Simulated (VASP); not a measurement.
# NbAs (F-43m) in VASP: notebook

Runs on NbAs. Level: r2SCAN. Tasks: single point.

All numbers are computed with VASP 6.6.1; they aren't measurements. Logs are shortened: lines on timing, memory, paths and dates and some standing lists are left out, and cuts for length are marked.

## (1) The cell of the first run

Symmetry: F-43m, No. 216, cubic system. The conventional cell has a = 5.852 Å, b = 5.852 Å, c = 5.852 Å, α = 90.00°, β = 90.00°, γ = 90.00°. Within 3.3 Å of Nb (site symmetry -43m) lie 4 As at 2.53 Å. As (site symmetry -43m) has 4 Nb at 2.53 Å within 3.3 Å.

## (2) Single point, r2SCAN, collinear spin

Input file POSCAR:

```
NbAs
1.0
    0.0000000000      2.9260236880      2.9260236880
    2.9260236880      0.0000000000      2.9260236880
    2.9260236880      2.9260236880      0.0000000000
Nb As
1 1
Direct
    0.0000000000      0.0000000000      0.0000000000
    0.2500000000      0.2500000000      0.2500000000
```

Input file INCAR.step1:

```
SYSTEM = NbAs
PREC = Accurate
ENCUT = 520
ISMEAR = 0
SIGMA = 0.1
LREAL = .False.
LASPH = .True.
NELM = 150
ISPIN = 2
MAGMOM = 1.13 -0.07
NUPDOWN = 1.5
LMAXMIX = 4
NBANDS = 20
GGA = PE
ALGO = Normal
EDIFF = 1E-4
LWAVE = .True.
LCHARG = .False.
```

Input file INCAR.step2:

```
SYSTEM = NbAs
PREC = Accurate
ENCUT = 520
EDIFF = 1E-6
ISMEAR = 0
SIGMA = 0.1
LREAL = .False.
LASPH = .True.
NELM = 150
ALGO = Normal
ISIF = 2
LWAVE = .False.
LCHARG = .False.
ISPIN = 2
MAGMOM = 1.13 -0.07
LORBIT = 11
NUPDOWN = 1.5
LMAXMIX = 4
METAGGA = R2SCAN
LMIXTAU = .True.
NBANDS = 20
ISTART = 1
```

Input file KPOINTS:

```
Automatic mesh
0
Gamma
  12 12 12
  0 0 0
```

Potentials or basis: VASP PAW PBE potentials, release 64 (Nb_sv, As).

Command:

```
$ cat potpaw_PBE.64/Nb_sv/POTCAR potpaw_PBE.64/As/POTCAR > POTCAR
$ cp INCAR.step1 INCAR
$ mpirun -np 1 vasp_std > vasp.out
$ cp INCAR.step2 INCAR
$ mpirun -np 1 vasp_std > vasp.out
```

OUTCAR:

```text
SYSTEM = NbAs
   PREC = Accurate
   ENCUT = 520
   EDIFF = 1E-6
   ISMEAR = 0
   LREAL = .False.
   LASPH = .True.
   NELM = 150
   ISIF = 2
   ISPIN = 2
   LORBIT = 11
   NUPDOWN = 1.5
   METAGGA = R2SCAN
   ISTART = 1

 ion  position               nearest neighbor table
   1  0.000  0.000  0.000-   2 2.53   2 2.53   2 2.53   2 2.53
   2  0.250  0.250  0.250-   1 2.53   1 2.53   1 2.53   1 2.53

  LATTYP: Found a face centered cubic cell.
 ALAT       =     5.8520473760

  Lattice vectors:

 A1 = (   0.0000000000,   2.9260236880,   2.9260236880)
 A2 = (   2.9260236880,   0.0000000000,   2.9260236880)
 A3 = (   2.9260236880,   2.9260236880,   0.0000000000)

Analysis of symmetry for initial positions (statically):
=====================================================================
 Subroutine PRICEL returns:
 Original cell was already a primitive cell.

 Routine SETGRP: Setting up the symmetry group for a
 face centered cubic supercell.

 Subroutine GETGRP returns: Found 24 space group operations
 (whereof 24 operations were pure point group operations)
 out of a pool of 48 trial point group operations.

The static configuration has the point symmetry T_d .

Analysis of symmetry for dynamics (positions and initial velocities):
=====================================================================
 Subroutine PRICEL returns:
 Original cell was already a primitive cell.

 Routine SETGRP: Setting up the symmetry group for a
 face centered cubic supercell.

 Subroutine GETGRP returns: Found 24 space group operations
 (whereof 24 operations were pure point group operations)
 out of a pool of 48 trial point group operations.

The dynamic configuration has the point symmetry T_d .

Analysis of structural, dynamic, and magnetic symmetry:
=====================================================================
 Subroutine PRICEL returns:
 Original cell was already a primitive cell.

 Routine SETGRP: Setting up the symmetry group for a
 face centered cubic supercell.

 Subroutine GETGRP returns: Found 24 space group operations
 (whereof 24 operations were pure point group operations)
 out of a pool of 48 trial point group operations.

The overall configuration has the point symmetry T_d .

 Subroutine INISYM returns: Found 24 space group operations
 (whereof 24 operations are pure point group operations),
 and found     1 'primitive' translations

----------------------------------------------------------------------------------------

                                     Primitive cell

  volume of cell :      50.1030

  direct lattice vectors                    reciprocal lattice vectors
     0.000000000  2.926023688  2.926023688    -0.170880366  0.170880366  0.170880366
     2.926023688  0.000000000  2.926023688     0.170880366 -0.170880366  0.170880366
     2.926023688  2.926023688  0.000000000     0.170880366  0.170880366 -0.170880366

  length of vectors
     4.138022383  4.138022383  4.138022383     0.295973477  0.295973477  0.295973477

  position of ions in fractional coordinates (direct lattice)
     0.000000000  0.000000000  0.000000000
     0.250000000  0.250000000  0.250000000

  ion indices of the primitive-cell ions
   primitive index   ion index
                 1           1
                 2           2

----------------------------------------------------------------------------------------

 KPOINTS: Automatic mesh

Automatic generation of k-mesh.
 Grid dimensions read from file:
 generate k-points for:   12   12   12

 Generating k-lattice:

  Cartesian coordinates                     Fractional coordinates (reciprocal lattice)
    -0.014240031  0.014240031  0.014240031     0.083333333  0.000000000  0.000000000
     0.014240031 -0.014240031  0.014240031     0.000000000  0.083333333  0.000000000
     0.014240031  0.014240031 -0.014240031     0.000000000  0.000000000  0.083333333

  Length of vectors
     0.024664456  0.024664456  0.024664456

  Shift w.r.t. Gamma in fractional coordinates (k-lattice)
     0.000000000  0.000000000  0.000000000

 Subroutine IBZKPT returns following result:
 ===========================================

 Found     72 irreducible k-points:

 Following reciprocal coordinates:
            Coordinates               Weight
  0.000000  0.000000  0.000000      1.000000
  0.083333  0.000000  0.000000      8.000000
  0.166667  0.000000  0.000000      8.000000
  0.250000  0.000000  0.000000      8.000000
  0.333333  0.000000  0.000000      8.000000
  0.416667  0.000000  0.000000      8.000000
[... 16 lines left out ...]
  0.500000  0.166667  0.000000     24.000000
 -0.416667  0.166667  0.000000     24.000000
 [... further k-points ...]
   k-points           NKPTS =     72   k-points in BZ     NKDIM =     72   number of bands    NBANDS=     20
   number of dos      NEDOS =    301   number of ions     NIONS =      2
   total plane-waves  NPLWV =  32768
   dimension x,y,z NGX =    32 NGY =   32 NGZ =   32
   dimension x,y,z NGXF=    64 NGYF=   64 NGZF=   64
   ions per type =               1   1
   NGX,Y,Z   is equivalent  to a cutoff of  12.86, 12.86, 12.86 a.u.
   NGXF,Y,Z  is equivalent  to a cutoff of  25.71, 25.71, 25.71 a.u.
 SYSTEM =  NbAs
   PREC   = accura    normal or accurate (medium, high low for compatibility)
   ISTART =      1    job   : 0-new  1-cont  2-samecut
   ICHARG =      0    charge: 1-file 2-atom 10-const
   ISPIN  =      2    spin polarized calculation?
   LNONCOLLINEAR =      F non collinear calculations
   LSORBIT =      F    spin-orbit coupling
   LASPH  =      T    aspherical Exc in radial PAW
   ENCUT  =  520.0 eV  38.22 Ry    6.18 a.u.   7.69  7.69  7.69*2*pi/ulx,y,z
   NELM   =    150;   NELMIN=  2; NELMDL=  0     # of ELM steps
   EDIFF  = 0.1E-05   stopping-criterion for ELM
   LREAL  =      F    real-space projection
   EDIFFG = 0.1E-04   stopping-criterion for IOM
   NSW    =      0    number of steps for IOM
   IBRION =     -1    ionic relax: 0-MD 1-quasi-New 2-CG
   NFREE  =      0    steps in history (QN), initial steepest desc. (CG)
   ISIF   =      2    stress and relaxation
   ISYM   =      2    0-nonsym 1-usesym 2-fastsym
   POTIM  = 0.5000    time-step for ionic-motion
   TEBEG  =    0.0;   TEEND  =   0.0 temperature during run
   PSTRESS=    0.0 pullay stress
   NELECT =      18.0000    total number of electrons
   NUPDOWN=       1.5000    fix difference up-down
   EMIN   =  10.00;   EMAX   =-10.00  energy-range for DOS
   EFERMI =   0.00;   METHOD = LEGACY
   ISMEAR =     0;   SIGMA  =   0.10  broadening in eV -4-tet -1-fermi 0-gaus
   EFERMI_NEDOS =   21; number of points for ismear=-14 and -15
   IALGO  =     38    algorithm
   IMIX   =      4    mixing-type and parameters
     AMIX     =   0.40;   BMIX     =  1.00
     AMIX_MAG =   1.60;   BMIX_MAG =  1.00
  volume/ion in A,a.u.               =      25.05       169.06
  Fermi-wavevector in a.u.,A,eV,Ry     =   1.163799  2.199260 18.428100  1.354427
  Thomas-Fermi vector in A             =   2.300344
   LORBIT       =     11    0 simple, 1 ext, 2 COOP (PROOUT), +10 PAW based schemes
   METAGGA = R2SCAN    functional components
   LHFCALC =     F    Hartree Fock is set to
   AEXX    =    0.0000 exact exchange contribution
   IVDW    =     0    specifies the selected vdW correction
   LEPSILON=     F    determine dielectric tensor
   LRPA    =     F    only Hartree local field effects (RPA)
 spin polarized calculation
 Gauss-broadening in eV      SIGMA  =   0.10
  energy-cutoff  :      520.00
  volume of cell :       50.10
 maximum number of plane-waves:      1369
   NGX = 15   NGY = 15   NGZ = 15

 number of electron      18.0000001 magnetization       1.5000000

 Free energy of the ion-electron system (eV)
  ---------------------------------------------------
  ext. energy  EPLUGINS =         0.00000000
  ---------------------------------------------------
  free energy    TOTEN  =       -39.26368947 eV

  energy without entropy =      -39.24860729  energy(sigma->0) =      -39.25614838

 E-fermi :   5.5030     XC(G=0): -10.3109

 val. band max:        5.5184516492   @ k =   0.5000   0.1667   0.0000
 cond. band min:       5.5095618273   @ k =  -0.3333   0.3333   0.1667
 fundamental gap:     -0.0088898219
 Fermi energy:         5.5319253128

 spin component 1

 k-point     1 :       0.0000    0.0000    0.0000
  band No.  band energies     occupation
      1     -51.8782      1.00000
      2     -27.3496      1.00000
      3     -27.3496      1.00000
      4     -27.3496      1.00000
      5      -6.5117      1.00000
      6       1.9150      1.00000
[... 12 lines left out ...]
     19      18.7126      0.00000
     20      18.7126      0.00000

 k-point     2 :       0.0833    0.0000    0.0000
  band No.  band energies     occupation
      1     -51.8780      1.00000
      2     -27.3541      1.00000
      3     -27.3503      1.00000
      4     -27.3503      1.00000
      5      -6.4560      1.00000
      6       1.8216      1.00000
[... 498 lines left out ...]
 k-point    24 :      -0.4167    0.1667    0.0000
  band No.  band energies     occupation
      1     -51.8741      1.00000
      2     -27.4118      1.00000
      3     -27.3706      1.00000
      4     -27.3621      1.00000
      5      -5.5377      1.00000
      6       1.4299      1.00000
[... 12 lines left out ...]
     19      19.2226      0.00000
     20      19.2238      0.00000

 [... further k-points ...]

 spin component 2

 k-point     1 :       0.0000    0.0000    0.0000
  band No.  band energies     occupation
      1     -50.8645      1.00000
      2     -26.1503      1.00000
      3     -26.1503      1.00000
      4     -26.1502      1.00000
      5      -6.5309      1.00000
      6       2.3264      1.00000
[... 12 lines left out ...]
     19      19.2119      0.00000
     20      19.2119      0.00000

 k-point     2 :       0.0833    0.0000    0.0000
  band No.  band energies     occupation
      1     -50.8642      1.00000
      2     -26.1551      1.00000
      3     -26.1510      1.00000
      4     -26.1510      1.00000
      5      -6.4783      1.00000
      6       2.2239      1.00000
[... 498 lines left out ...]
 k-point    24 :      -0.4167    0.1667    0.0000
  band No.  band energies     occupation
      1     -50.8603      1.00000
      2     -26.2171      1.00000
      3     -26.1726      1.00000
      4     -26.1635      1.00000
      5      -5.6134      1.00000
      6       1.6902      1.00000
[... 12 lines left out ...]
     19      19.7299      0.00000
     20      19.7371      0.00000

 [... further k-points ...]
[... 5 lines left out ...]
  --------------------------------------------------------------------------------------
  -------------------------------------------------------------------------------------
  Total        0.0902657      0.0902657      0.0902657      0.0000000     -0.0000000      0.0000000
  in kB        2.8864877      2.8864877      2.8864877      0.0000000     -0.0000000      0.0000000
  external PRESSURE =       2.8864877 kB  Pullay stress =       0.0000000 kB

 VOLUME and BASIS-vectors are now :
 -----------------------------------------------------------------------------
  energy-cutoff  :      520.00
  volume of cell :       50.10
      direct lattice vectors                 reciprocal lattice vectors
     0.000000000  2.926023688  2.926023688    -0.170880366  0.170880366  0.170880366
     2.926023688  0.000000000  2.926023688     0.170880366 -0.170880366  0.170880366
     2.926023688  2.926023688  0.000000000     0.170880366  0.170880366 -0.170880366

 POSITION                                       TOTAL-FORCE (eV/Angst)
 -----------------------------------------------------------------------------------
      0.00000      0.00000      0.00000        -0.000000      0.000000      0.000000
      1.46301      1.46301      1.46301         0.000000     -0.000000     -0.000000
 -----------------------------------------------------------------------------------
    total drift:                                0.000000      0.000000      0.000000

  FREE ENERGIE OF THE ION-ELECTRON SYSTEM (eV)
  ---------------------------------------------------
  free  energy   TOTEN  =       -39.2636894713 eV

  energy  without entropy=      -39.2486072902  energy(sigma->0) =      -39.25614838

 total charge

# of ion       s       p       d       tot
------------------------------------------
    1        2.154   5.969   2.519  10.642
    2        1.208   1.717   0.055   2.979
--------------------------------------------------
tot          3.362   7.686   2.574  13.622

 magnetization (x)

# of ion       s       p       d       tot
------------------------------------------
    1        0.016   0.006   1.195   1.216
    2       -0.013  -0.093   0.031  -0.075
--------------------------------------------------
tot          0.003  -0.087   1.226   1.141
```

It took 2.5 min on 1 thread of Intel Xeon 6975P-C (Granite Rapids), shared host; peak memory 0.29 GiB.

Results:

- Free energy: -39.2637 eV
- Pressure: 0.3 GPa
- Net moment: 1.50 μB per cell
- Site moments: Nb +1.22; As -0.07 μB
- Valence electrons inside the program's atomic spheres: Nb 10.64; As 2.98

Caveat: the PAW data sets were made with another functional, which shifts forces and pressure a little; the total moment is fixed, so each spin has its own Fermi level.

## (3) Single point, r2SCAN, collinear spin

POSCAR is that of step 2.

Input file INCAR.step1:

```
  PREC = Accurate
  ENCUT = 520
  ISMEAR = 0
  SIGMA = 0.1
  LREAL = F
  LASPH = T
  NELM = 150
  ISPIN = 2
  MAGMOM = 1.29 -0.08
  NUPDOWN = 1.75
  LMAXMIX = 4
  NBANDS = 20
  GGA = PE
  ALGO = Normal
  EDIFF = 1E-4
  LWAVE = T
  LCHARG = F
```

Input file INCAR.step2:

```
  PREC = Accurate
  ENCUT = 520
  EDIFF = 1E-7
  ISMEAR = 0
  SIGMA = 0.1
  LREAL = F
  LASPH = T
  NELM = 150
  ALGO = Normal
  ISIF = 2
  LWAVE = F
  LCHARG = T
  ISPIN = 2
  MAGMOM = 1.29 -0.08
  LORBIT = 11
  NUPDOWN = 1.75
  LMAXMIX = 4
  METAGGA = R2SCAN
  LMIXTAU = T
  LELF = T
  LVHAR = T
  NBANDS = 20
  ISTART = 1
```

Input file KPOINTS:

```
Automatic mesh
0
Gamma
  12 12 12
```

Potentials or basis: VASP PAW PBE potentials, release 64 (Nb_sv, As).

Command:

```
$ cat potpaw_PBE.64/Nb_sv/POTCAR potpaw_PBE.64/As/POTCAR > POTCAR
$ cp INCAR.step1 INCAR
$ mpirun -np 1 vasp_std > vasp.out
$ cp INCAR.step2 INCAR
$ mpirun -np 1 vasp_std > vasp.out
```

Wall time 2.6 min (1 thread of Intel Xeon 6975P-C (Granite Rapids), shared host); peak memory 0.29 GiB.

It converged, with:

```yaml
Free_energy: -39.2550 eV
Pressure: 1.4 GPa
Net_moment: 1.75 μB per cell
Site_moments: Nb +1.39; As -0.09 μB
Valence_electrons_inside_the_program's_atomic_spheres: Nb 10.66; As 2.98
```

Caveat: the PAW data sets were made with another functional, which shifts forces and pressure a little; the total moment is fixed, so each spin has its own Fermi level.

(Continued in part 2 of 2.)
